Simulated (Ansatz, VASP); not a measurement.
One calculation of SnSe, two programs

File INCAR:

```
SYSTEM = SnSe
PREC     = Accurate       ! precision mode
ENCUT    = 520            ! plane-wave cutoff, eV
EDIFF    = 1E-6           ! SCF threshold, eV
ISMEAR   = -1             ! smearing method
SIGMA    = 0.02           ! smearing width, eV
LREAL    = .FALSE.        ! projectors in reciprocal space
LASPH    = .TRUE.         ! aspherical terms in the spheres
NELM     = 80             ! most SCF steps
ALGO     = Normal         ! electronic algorithm
ISIF     = 2              ! what is computed and relaxed
LWAVE    = .FALSE.        ! write WAVECAR
LCHARG   = .FALSE.        ! write CHGCAR
GGA      = PE             ! functional
NBANDS   = 17             ! bands
```

File KPOINTS:

```
Automatic mesh
0
G
  9 9 9
  0 0 0
```

Contents of POSCAR:

```
SnSe
1.0
    0.0000000000      2.9897980490      2.9897980490
    2.9897980490      0.0000000000      2.9897980490
    2.9897980490      2.9897980490      0.0000000000
Sn Se
1 1
Direct
    0.0000000000      0.0000000000      0.0000000000
    0.5000000000      0.5000000000      0.5000000000
```

Input for Ansatz:

```yaml
crystal:
  lattice:
    - [0.0, 2.989798049, 2.989798049]
    - [2.989798049, 0.0, 2.989798049]
    - [2.989798049, 2.989798049, 0.0]
  atoms:
    - { symbol: Sn, position: [0.0, 0.0, 0.0] }
    - { symbol: Se, position: [0.5, 0.5, 0.5] }
kpoints:
  mp_grid: { grid: [9, 9, 9] }
scf:
  occupations: { method: fermi_dirac, width: 0.02 }
hamiltonian:
  xc: pbe
  pseudopotentials: { kind: all_electron, lapw: { basis_error: 0.00025 } }
output:
  forces: true
  stress: true
  eigenvalues: true
```

Change from the starting cell: volume scaled by 0.98.

Alike in both runs: task single point; functional PBE; k mesh 9 × 9 × 9; occupations fermi-dirac, width 0.02 eV; no spin polarisation.

|  | VASP | Ansatz |
| --- | --- | --- |
| version | VASP 6.6.1 | Ansatz 0.2.0 |
| potentials or method | VASP PAW PBE potentials, release 64 (Sn_d, Se), cutoff 520 eV | all-electron LAPW, scalar-relativistic |

|  | VASP | Ansatz | Ansatz less VASP |
| --- | --- | --- | --- |
| pressure (GPa) | 2.1 | 2.1 | +0.01 |

Ansatz ran all-electron here, and VASP with PAW potentials.
